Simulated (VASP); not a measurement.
# AlGa3Sb2 (P6/mmm) in VASP: further runs

The runs below take AlGa3Sb2 through relaxation of cell and atoms, single point, with PBE.

Everything below comes from runs of VASP 6.6.1. Logs are shortened: lines on timing, memory, paths and dates and some standing lists are left out, and cuts for length are marked.

### Step 1. The cell of the first run

Symmetry: P6/mmm, No. 191, hexagonal system. Conventional cell: a = 4.490 Å, b = 4.490 Å, c = 8.195 Å, α = 90.00°, β = 90.00°, γ = 120.00°. Al (site symmetry 6/mmm) has 2 Sb at 2.04 Å within 2.7 Å. Within 3.4 Å of Ga (site symmetry -6m2) lie 6 Ga at 2.59 Å and 6 Sb at 3.31 Å. Within 2.7 Å of Ga (site symmetry 6/mmm) lie 2 Sb at 2.06 Å and 6 Ga at 2.59 Å. Within 2.7 Å of Sb (site symmetry 6mm) lie 1 Al at 2.04 Å and 1 Ga at 2.06 Å.

### Step 2. Relaxation of cell and atoms, PBE

Contents of INCAR:

```
  PREC = Accurate
  ENCUT = 600
  EDIFF = 1E-6
  ISMEAR = 0
  SIGMA = 0.1
  LREAL = F
  LASPH = T
  NELM = 80
  ALGO = Normal
  ISIF = 3
  LWAVE = F
  LCHARG = F
  GGA = PE
  IBRION = 2
  NSW = 90
  EDIFFG = -0.04
```

Contents of KPOINTS:

```
Automatic mesh
0
Gamma
  6 6 2
```

Contents of POSCAR:

```
AlGa3Sb2
1.0
    4.4900848800      0.0000000000      0.0000000000
   -2.2450424400      3.8885275700      0.0000000000
    0.0000000000      0.0000000000      8.1951744700
Al Ga Sb
1 3 2
Direct
    0.0000000000      0.0000000000      0.0000000000
    0.3333333300      0.6666666700      0.5000000000
    0.6666666700      0.3333333300      0.5000000000
    0.0000000000      0.0000000000      0.5000000000
    0.0000000000      0.0000000000      0.7508386300
    0.0000000000      0.0000000000      0.2491613700
```

Potentials or basis: VASP PAW PBE potentials, release 64 (Al, Ga_d, Sb).

Run with:

```console
$ cat potpaw_PBE.64/Al/POTCAR potpaw_PBE.64/Ga_d/POTCAR potpaw_PBE.64/Sb/POTCAR > POTCAR
$ mpirun -np 1 vasp_std > vasp.out
```

OUTCAR:

```text
PREC = Accurate
   ENCUT = 600
   EDIFF = 1E-6
   ISMEAR = 0
   LREAL = F
   LASPH = T
   NELM = 80
   ISIF = 3
   GGA = PE
   IBRION = 2
   NSW = 90
   EDIFFG = -0.04

 ion  position               nearest neighbor table
   1  0.000  0.000  0.000-   5 2.04   6 2.04
   2  0.333  0.667  0.500-   3 2.59   4 2.59   3 2.59   4 2.59   4 2.59   3 2.59   5 3.31   6 3.31
                             6 3.31   5 3.31   6 3.31   5 3.31
   3  0.667  0.333  0.500-   2 2.59   4 2.59   2 2.59   4 2.59   4 2.59   2 2.59   5 3.31   6 3.31
                             5 3.31   6 3.31   5 3.31   6 3.31
   4  0.000  0.000  0.500-   5 2.06   6 2.06   2 2.59   3 2.59   2 2.59   3 2.59   3 2.59   2 2.59

   5  0.000  0.000  0.751-   1 2.04   4 2.06   3 3.31   2 3.31   2 3.31   3 3.31   3 3.31   2 3.31

   6  0.000  0.000  0.249-   1 2.04   4 2.06   3 3.31   2 3.31   2 3.31   3 3.31   3 3.31   2 3.31

  LATTYP: Found a hexagonal cell.
 ALAT       =     4.4900848800
 C/A-ratio  =     1.8251713919

  Lattice vectors:

 A1 = (   4.4900848800,   0.0000000000,   0.0000000000)
 A2 = (  -2.2450424400,   3.8885275700,   0.0000000000)
 A3 = (   0.0000000000,   0.0000000000,   8.1951744700)

Analysis of symmetry for initial positions (statically):
=====================================================================
 Subroutine PRICEL returns:
 Original cell was already a primitive cell.

 Routine SETGRP: Setting up the symmetry group for a
 hexagonal supercell.

 Subroutine GETGRP returns: Found 24 space group operations
 (whereof 24 operations were pure point group operations)
 out of a pool of 24 trial point group operations.

The static configuration has the point symmetry D_6h.

Analysis of symmetry for dynamics (positions and initial velocities):
=====================================================================
 Subroutine PRICEL returns:
 Original cell was already a primitive cell.

 Routine SETGRP: Setting up the symmetry group for a
 hexagonal supercell.

 Subroutine GETGRP returns: Found 24 space group operations
 (whereof 24 operations were pure point group operations)
 out of a pool of 24 trial point group operations.

The dynamic configuration has the point symmetry D_6h.

 Subroutine INISYM returns: Found 24 space group operations
 (whereof 24 operations are pure point group operations),
 and found     1 'primitive' translations

----------------------------------------------------------------------------------------

                                     Primitive cell

  volume of cell :     143.0863

  direct lattice vectors                    reciprocal lattice vectors
     4.490084880  0.000000000  0.000000000     0.222712939  0.128583375  0.000000000
    -2.245042440  3.888527570  0.000000000     0.000000000  0.257166751  0.000000000
     0.000000000  0.000000000  8.195174470     0.000000000  0.000000000  0.122023028

  length of vectors
     4.490084880  4.490084879  8.195174470     0.257166751  0.257166751  0.122023028

  position of ions in fractional coordinates (direct lattice)
     0.000000000  0.000000000  0.000000000
     0.333333330  0.666666670  0.500000000
     0.666666670  0.333333330  0.500000000
     0.000000000  0.000000000  0.500000000
     0.000000000  0.000000000  0.750838630
     0.000000000  0.000000000  0.249161370

  ion indices of the primitive-cell ions
   primitive index   ion index
                 1           1
                 2           2
                 3           3
                 4           4
                 5           5
                 6           6

----------------------------------------------------------------------------------------

 KPOINTS: Automatic mesh

Automatic generation of k-mesh.
 Grid dimensions read from file:
 generate k-points for:    6    6    2

 Generating k-lattice:

  Cartesian coordinates                     Fractional coordinates (reciprocal lattice)
     0.037118823  0.021430563  0.000000000     0.166666667  0.000000000  0.000000000
     0.000000000  0.042861125  0.000000000     0.000000000  0.166666667  0.000000000
     0.000000000  0.000000000  0.061011514     0.000000000  0.000000000  0.500000000

  Length of vectors
     0.042861125  0.042861125  0.061011514

  Shift w.r.t. Gamma in fractional coordinates (k-lattice)
     0.000000000  0.000000000  0.000000000

 Subroutine IBZKPT returns following result:
 ===========================================

 Found     14 irreducible k-points:

 Following reciprocal coordinates:
            Coordinates               Weight
  0.000000  0.000000  0.000000      1.000000
  0.166667  0.000000  0.000000      6.000000
  0.333333 -0.000000  0.000000      6.000000
  0.500000 -0.000000  0.000000      3.000000
  0.166667  0.166667  0.000000      6.000000
  0.333333  0.166667  0.000000     12.000000
  0.333333  0.333333  0.000000      2.000000
  0.000000  0.000000  0.500000      1.000000
  0.166667  0.000000  0.500000      6.000000
  0.333333 -0.000000  0.500000      6.000000
  0.500000 -0.000000  0.500000      3.000000
  0.166667  0.166667  0.500000      6.000000
  0.333333  0.166667  0.500000     12.000000
  0.333333  0.333333  0.500000      2.000000
   k-points           NKPTS =     14   k-points in BZ     NKDIM =     14   number of bands    NBANDS=     31
   number of dos      NEDOS =    301   number of ions     NIONS =      6
   total plane-waves  NPLWV =  90720
   dimension x,y,z NGX =    36 NGY =   36 NGZ =   70
   dimension x,y,z NGXF=    72 NGYF=   72 NGZF=  140
   ions per type =               1   3   2
   NGX,Y,Z   is equivalent  to a cutoff of  13.33, 13.33, 14.20 a.u.
   NGXF,Y,Z  is equivalent  to a cutoff of  26.66, 26.66, 28.40 a.u.
 SYSTEM =  unknown system
   PREC   = accura    normal or accurate (medium, high low for compatibility)
   ISTART =      0    job   : 0-new  1-cont  2-samecut
   ICHARG =      2    charge: 1-file 2-atom 10-const
   ISPIN  =      1    spin polarized calculation?
   LNONCOLLINEAR =      F non collinear calculations
   LSORBIT =      F    spin-orbit coupling
   LASPH  =      T    aspherical Exc in radial PAW
   ENCUT  =  600.0 eV  44.10 Ry    6.64 a.u.   8.97  8.97 16.37*2*pi/ulx,y,z
   NELM   =     80;   NELMIN=  2; NELMDL= -5     # of ELM steps
   EDIFF  = 0.1E-05   stopping-criterion for ELM
   LREAL  =      F    real-space projection
   EDIFFG = -.4E-01   stopping-criterion for IOM
   NSW    =     90    number of steps for IOM
   IBRION =      2    ionic relax: 0-MD 1-quasi-New 2-CG
   NFREE  =      1    steps in history (QN), initial steepest desc. (CG)
   ISIF   =      3    stress and relaxation
   ISYM   =      2    0-nonsym 1-usesym 2-fastsym
   POTIM  = 0.5000    time-step for ionic-motion
   TEBEG  =    0.0;   TEEND  =   0.0 temperature during run
   PSTRESS=    0.0 pullay stress
   NELECT =      52.0000    total number of electrons
   NUPDOWN=      -1.0000    fix difference up-down
   EMIN   =  10.00;   EMAX   =-10.00  energy-range for DOS
   EFERMI =   0.00;   METHOD = LEGACY
   ISMEAR =     0;   SIGMA  =   0.10  broadening in eV -4-tet -1-fermi 0-gaus
   EFERMI_NEDOS =   21; number of points for ismear=-14 and -15
   IALGO  =     38    algorithm
   IMIX   =      4    mixing-type and parameters
     AMIX     =   0.40;   BMIX     =  1.00
     AMIX_MAG =   1.60;   BMIX_MAG =  1.00
  volume/ion in A,a.u.               =      23.85       160.93
  Fermi-wavevector in a.u.,A,eV,Ry     =   1.168270  2.207711 18.569983  1.364855
  Thomas-Fermi vector in A             =   2.304759
   LORBIT       =      0    0 simple, 1 ext, 2 COOP (PROOUT), +10 PAW based schemes
   GGA     = PE    functional components
   LHFCALC =     F    Hartree Fock is set to
   AEXX    =    0.0000 exact exchange contribution
   IVDW    =     0    specifies the selected vdW correction
   LEPSILON=     F    determine dielectric tensor
   LRPA    =     F    only Hartree local field effects (RPA)
 conjugate gradient relaxation of ions
 non-spin polarized calculation
 Gauss-broadening in eV      SIGMA  =   0.10
  energy-cutoff  :      600.00
  volume of cell :      143.09
 maximum number of plane-waves:      4791
 NGX is ok and might be reduce to    36
   NGX = 17   NGY = 17   NGZ = 33

--------------------------------------- Ionic step        1  -------------------------------------------

 number of electron      52.0000010 magnetization

 Free energy of the ion-electron system (eV)
  ---------------------------------------------------
  ext. energy  EPLUGINS =         0.00000000
  ---------------------------------------------------
  free energy    TOTEN  =        -7.86602378 eV

  energy without entropy =       -7.85137283  energy(sigma->0) =       -7.85869830

 E-fermi :   5.8369     XC(G=0):  -9.4578

 val. band max:        5.8074148493   @ k =   0.0000   0.0000   0.0000
 cond. band min:       5.8382144931   @ k =   0.1667   0.1667   0.0000
 fundamental gap:      0.0307996438
 Fermi energy:         5.8368978996

 k-point     1 :       0.0000    0.0000    0.0000
  band No.  band energies     occupation
      1     -11.7057      2.00000
      2     -11.1828      2.00000
      3     -11.1828      2.00000
      4     -10.9204      2.00000
      5     -10.9204      2.00000
      6      -9.8437      2.00000
[... 578 lines left out ...]
  FREE ENERGIE OF THE ION-ELECTRON SYSTEM (eV)
  ---------------------------------------------------
  free  energy   TOTEN  =       -16.5677011964 eV

  energy  without entropy=      -16.5428811467  energy(sigma->0) =      -16.55529117

[... ionic steps 4 to 11 ...]

--------------------------------------- Ionic step       12  -------------------------------------------

 number of electron      51.9999954 magnetization

------------------------ aborting loop because EDIFF is reached ----------------------------------------

  FORCE on cell =-STRESS in cart. coord.  units (eV):
  Direction    XX          YY          ZZ          XY          YZ          ZX
  --------------------------------------------------------------------------------------
  -------------------------------------------------------------------------------------
  Total       -0.2243075     -0.2243075     -0.2595398      0.0000000      0.0000000      0.0000000
  in kB       -1.6688983     -1.6688983     -1.9310346      0.0000000      0.0000000      0.0000000
  external PRESSURE =      -1.7562770 kB  Pullay stress =       0.0000000 kB
[... 65 lines left out ...]
  energy  without entropy=      -16.5806730490  energy(sigma->0) =      -16.59548850

--------------------------------------- Ionic step       14  -------------------------------------------

 number of electron      51.9999938 magnetization

 Free energy of the ion-electron system (eV)
  ---------------------------------------------------
  ext. energy  EPLUGINS =         0.00000000
  ---------------------------------------------------
  free energy    TOTEN  =       -16.61135627 eV

  energy without entropy =      -16.58215280  energy(sigma->0) =      -16.59675454

 E-fermi :   2.3258     XC(G=0):  -7.9625

 val. band max:        2.3142525683   @ k =   0.1667   0.0000   0.5000
 cond. band min:       2.3320535777   @ k =   0.5000  -0.0000   0.0000
 fundamental gap:      0.0178010094
 Fermi energy:         2.3257626781

 k-point     1 :       0.0000    0.0000    0.0000
  band No.  band energies     occupation
      1     -12.8537      2.00000
      2     -12.6863      2.00000
      3     -12.6863      2.00000
      4     -12.6845      2.00000
      5     -12.6845      2.00000
      6     -12.6206      2.00000
[... 498 lines left out ...]
  FREE ENERGIE OF THE ION-ELECTRON SYSTEM (eV)
  ---------------------------------------------------
  free  energy   TOTEN  =       -16.6113562717 eV

  energy  without entropy=      -16.5821528026  energy(sigma->0) =      -16.59675454

 reached required accuracy - stopping structural energy minimisation
```

It took 9.4 min on 1 thread of Intel Xeon Platinum 8559C (Emerald Rapids), shared host; peak memory 0.34 GiB.

What came out:

```yaml
Free_energy: -16.6114 eV
Relaxed_volume: 35.42 Å³/atom
Relaxed_cell: a = 4.818 Å, b = 4.818 Å, c = 10.572 Å, α = 90.00°, β = 90.00°, γ = 120.00°
Space_group_after_relaxing_to_0.05_Å: P6/mmm (No. 191)
Energy_gained_by_relaxing: 1457.6 meV/atom
Ionic_steps: 14
Pressure_after_relaxing: 0.1 GPa
Largest_force_after_relaxing: 0.005 eV/Å
Band_gap_on_the_k_mesh: zero (band 26 reaches 2.55 eV, above the bottom of band 27 at 2.21 eV)
```

Forces on the atoms (eV/Å):
```
Al   0.000  0.000  0.000
Ga   0.000  0.000  0.000
Ga   0.000  0.000  0.000
Ga   0.000  0.000  0.000
Sb   0.000  0.000 -0.005
Sb   0.000  0.000  0.005
```

Step by step:
```csv
step,energy change (eV),largest force (eV/Å),pressure (GPa),volume (Å³)
1,0.0000,1.7591,39.94,143.09
2,-6.3093,0.2266,-4.27,285.57
3,-8.7017,0.0811,0.60,204.51
4,-8.7024,0.0849,0.27,206.36
5,-8.7130,0.0655,0.11,208.68
6,-8.7223,0.0605,-0.16,212.42
7,-8.7232,0.0278,-0.84,219.94
8,-8.7257,0.0604,-0.52,216.03
9,-8.7365,0.0253,-0.42,215.76
10,-8.7355,0.2433,0.10,214.87
11,-8.7432,0.0769,-0.20,215.37
12,-8.7432,0.0868,-0.18,215.34
13,-8.7443,0.0668,-0.14,214.64
14,-8.7453,0.0047,0.10,212.54
```

Final structure:
```
Al Ga Sb
1.0
     4.81800    0.00000    0.00000
    -2.40900    4.17251    0.00000
     0.00000    0.00000   10.57241
Al Ga Sb
1 3 2
Direct
  0.00000 0.00000 0.00000
  0.33333 0.66667 0.50000
  0.66667 0.33333 0.50000
  0.00000 0.00000 0.50000
  0.00000 0.00000 0.75933
  0.00000 0.00000 0.24067
```

Caveat: the k points lie up to 0.30 Å⁻¹ apart in the final cell; the volume moved by over 15 % at a fixed basis, so the end points are rough; spin-orbit coupling is left out, which moves the levels of the heavy elements.

### Step 3. Single point, PBE

This run uses another cell than the first one, of 35.61 Å³/atom, 1.493 times its volume.

Contents of INCAR:

```
ALGO = Fast ; EDIFF = 1E-7
ENCUT = 520 ; GGA = PE
ISIF = 2 ; ISMEAR = 0
LASPH = True ; LCHARG = False
LREAL = False ; LWAVE = False
NBANDS = 35 ; NELM = 80
PREC = Accurate ; SIGMA = 0.1
```

Contents of KPOINTS:

```
k-points
0
Gamma
  12 12 4
```

Contents of POSCAR:

```
AlGa3Sb2
1.0
    4.8406721293      0.0000000000      0.0000000000
   -2.4203360647      4.1921450353      0.0000000000
    0.0000000000      0.0000000000     10.5282455671
Al Ga Sb
1 3 2
Direct
    0.0000000000      0.0000000000      0.0000000000
    0.3333333333      0.6666666667      0.5000000000
    0.6666666667      0.3333333333      0.5000000000
    0.0000000000      0.0000000000      0.5000000000
    0.0000000000      0.0000000000      0.7569302566
    0.0000000000      0.0000000000      0.2430697434
```

Potentials or basis: VASP PAW PBE potentials, release 64 (Al, Ga_d, Sb).

Run with:

```console
$ cat potpaw_PBE.64/Al/POTCAR potpaw_PBE.64/Ga_d/POTCAR potpaw_PBE.64/Sb/POTCAR > POTCAR
$ mpirun -np 1 vasp_std > vasp.out
```

Wall time 4.5 min (1 thread of Intel Xeon Platinum 8559C (Emerald Rapids), shared host); peak memory 0.56 GiB.

It converged, with:

```
Free energy            : -16.8533 eV
Pressure               : 0.0 GPa
Largest force          : 0.027 eV/Å
Band gap on the k mesh : zero (band 26 reaches 2.53 eV, above the bottom of band 27 at 2.13 eV)
```

Forces on the atoms (eV/Å):
```
Al   0.000  0.000  0.000
Ga   0.000  0.000  0.000
Ga   0.000  0.000  0.000
Ga   0.000  0.000  0.000
Sb   0.000  0.000 -0.027
Sb   0.000  0.000  0.027
```

Stress tensor (GPa, compression positive):
```
0.00 0.00 0.00
0.00 0.00 0.00
0.00 0.00 0.12
```

Levels at points of the mesh, in eV from the Fermi level:
```
           k point  band 24  band 25  band 26  band 27  band 28  band 29
(0.00, 0.00, 0.00)    -1.14    -0.32    -0.32     0.41     0.41     0.81
(0.50, 0.00, 0.00)    -1.97    -1.59    -0.05    -0.02     1.69     1.82
(0.00, 0.00, 0.50)    -0.65    -0.32    -0.32     0.01     0.01     0.08
(0.50, 0.00, 0.50)    -0.91    -0.46    -0.25     0.25     0.53     0.56
```

Caveat: spin-orbit coupling is left out, which moves the levels of the heavy elements.
